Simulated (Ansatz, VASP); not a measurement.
TaTlH: VASP beside Ansatz

```xyz
6
Lattice="4.1149 0.0000 0.0000 0.0000 4.1149 0.0000 0.0000 0.0000 5.8639" Properties=species:S:1:pos:R:3 pbc="T T T"
Ta    0.0000    0.0000    2.9319
Ta    2.0574    2.0574    2.9319
Tl    0.0000    2.0574    4.1833
Tl    2.0574    0.0000    1.6805
H     0.0000    0.0000    0.0000
H     2.0574    2.0574    0.0000
```

Change from the starting cell: species swapped into the GdOF type (P4/nmm, No. 129).

Alike in both runs: task single point; functional PBE; k mesh 4 × 4 × 4; occupations gaussian, width 0.1 eV; no spin polarisation.

|  | VASP | Ansatz |
| --- | --- | --- |
| version | VASP 6.6.1 | Ansatz 0.2.0 |
| potentials or method | VASP PAW PBE potentials, release 64 (Ta_pv, Tl_d, H), cutoff 520 eV | scalar-relativistic, plane waves, PAW |
| valence electrons in the cell | 50 | 54 |

Ansatz gave:

* gap on the k mesh at the Fermi level (eV): none
* rms of the force components (eV/Å): 4.260

Q: What did VASP give for the same quantities?

A: gap on the k mesh at the Fermi level (eV): none; rms of the force components (eV/Å): 4.279.

Atom by atom the forces differ by 0.019 eV/Å (rms over components). A gap of «none» marks a metal or a gap that the smearing closes. VASP's potentials hold 50 valence electrons a cell and Ansatz's 54, so a difference there can come from the potentials and not from the codes.

The k mesh is coarse, so the values compare programs but aren't converged. Neither program's run includes spin-orbit coupling.
